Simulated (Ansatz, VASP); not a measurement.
## One calculation of Si, two programs

The input INCAR:

```
PREC     = Accurate       # precision mode
ENCUT    = 520            # plane-wave cutoff, eV
EDIFF    = 1E-6           # SCF threshold, eV
ISMEAR   = 0              # smearing method
SIGMA    = 0.05           # smearing width, eV
LREAL    = False          # projectors in reciprocal space
LASPH    = True           # aspherical terms in the spheres
NELM     = 80             # most SCF steps
ALGO     = Normal         # electronic algorithm
ISIF     = 2              # what is computed and relaxed
LWAVE    = False          # write WAVECAR
LCHARG   = False          # write CHGCAR
GGA      = PE             # functional
NBANDS   = 11             # bands
```

Contents of KPOINTS:

```
regular mesh
0
Gamma
  10 10 10
```

The input POSCAR:

```
Si
1.0
    0.0000000000      2.6578014917      2.7564059271
    2.6578014917      0.0000000000      2.7564059271
    2.6578014917      2.6578014917      0.0000000000
Si
2
Direct
    0.5000000000      0.5000000000      0.5000000000
    0.7500000000      0.7500000000      0.7500000000
```

Input for Ansatz:

```yaml
crystal:
  lattice:
    - [0.0, 2.6578014917, 2.7564059271]
    - [2.6578014917, 0.0, 2.7564059271]
    - [2.6578014917, 2.6578014917, 0.0]
  atoms:
    - { symbol: Si, position: [0.5, 0.5, 0.5] }
    - { symbol: Si, position: [0.75, 0.75, 0.75] }
basis:
  ecutwfc: 420
kpoints:
  mp_grid: { grid: [10, 10, 10] }
hamiltonian:
  xc: pbe
  pseudopotentials: { kind: paw, azcp: { folder: soft_1 } }
scf:
  occupations: { method: gaussian, width: 0.05 }
output:
  forces: true
  stress: true
  eigenvalues: true
```

Alike in both runs: task single point; functional PBE; k mesh 10 × 10 × 10; occupations gaussian, width 0.05 eV; no spin polarisation.

|  | VASP | Ansatz |
| --- | --- | --- |
| version | VASP 6.6.1 | Ansatz 0.2.0 |
| potentials or method | VASP PAW PBE potentials, release 64 (Si), cutoff 520 eV | scalar-relativistic, plane waves, PAW |
| valence electrons in the cell | 8 | 8 |

Ansatz gave:

| Property | Result |
| --- | --- |
| gap on the k mesh at the Fermi level (eV) | 0.33 |
| least direct gap on the mesh (eV) | 2.44 |
| pressure (GPa) | 4.8 |
| traceless stress, the component that is largest in VASP (GPa) | -2.49 |

Question: Which values does VASP return?

Answer: gap on the k mesh at the Fermi level (eV): 0.33; least direct gap on the mesh (eV): 2.45; pressure (GPa): 4.8; traceless stress, the component that is largest in VASP (GPa): -2.49.
